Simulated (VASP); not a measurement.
YbB2, 3 atoms in the cell. Symmetry: P6/mmm, No. 191, hexagonal system. Conventional cell: a = 3.210 Å, b = 3.210 Å, c = 3.816 Å, α = 90.00°, β = 90.00°, γ = 120.00°. Yb (site symmetry 6/mmm) has 12 B at 2.66 Å and 6 Yb at 3.21 Å within 3.5 Å. Within 2.5 Å of B (site symmetry -6m2) lie 3 B at 1.85 Å. 

```yaml
Program: VASP 6.6.1
Task: single point
Functional: PBE
Potentials_or_basis: VASP PAW PBE potentials, release 64 (Yb, B)
Cutoff: 520 eV
k_mesh: 12 × 12 × 10
Occupations: gaussian, width 0.05 eV
Spin: no spin polarisation
Dipole_correction: no
Further_INCAR_settings: ALGO = Normal; EDIFF = 1e-06; NBANDS = 22
```

Potentials or basis: VASP PAW PBE potentials, release 64 (Yb, B).

Run with:

```bash
$ cat potpaw_PBE.64/Yb/POTCAR potpaw_PBE.64/B/POTCAR > POTCAR
$ mpirun -np 1 vasp_std > vasp.out
```

Hardware: 1 thread of AMD EPYC 9R45 96-Core Processor (Zen 5) (shared host).

Problem. How long does it take, and how much memory?

Solution. Wall time 2.9 min on 1 thread of AMD EPYC 9R45 96-Core Processor (Zen 5), with other jobs on the host, peak memory 0.2 GiB. Counts: scf iterations 45, k points 114.
